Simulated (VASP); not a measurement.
A run of VASP 6.6.1 is set up as follows.

File INCAR:

```
PREC = Accurate
ENCUT = 520
EDIFF = 1E-6
ISMEAR = -1
SIGMA = 0.02
LREAL = F
LASPH = T
NELM = 100
ALGO = Normal
ISIF = 2
LWAVE = F
LCHARG = F
GGA = PE
NBANDS = 11
```

The input KPOINTS:

```
Automatic mesh
0
Gamma
  12 12 12
```

Contents of POSCAR:

```
BN
1.0
    0.0000000000      1.8770184836      1.7733753805
    1.8770184836      0.0000000000      1.7733753805
    1.8770184836      1.8770184836      0.0000000000
B N
1 1
Direct
    0.0000000000      0.0000000000      0.0000000000
    0.2500000000      0.2500000000      0.2500000000
```

Potentials or basis: VASP PAW PBE potentials, release 64 (B, N).

The run is started by

```console
$ cat potpaw_PBE.64/B/POTCAR potpaw_PBE.64/N/POTCAR > POTCAR
$ mpirun -np 1 vasp_std > vasp.out
```

Problem. What does it give for the pressure?

Solution. -16.4 GPa.

Problem. What does it give for the band gap on the k mesh?

Solution. 3.49 eV, indirect (least direct gap 7.99 eV).

Stress tensor (GPa, compression positive):
```
-26.57   0.00   0.00
  0.00 -26.57   0.00
  0.00   0.00   4.02
```

Caveat: the cell differs from its parent crystal (epitaxial xy strain +4.0%). A k mesh can miss the band edges.
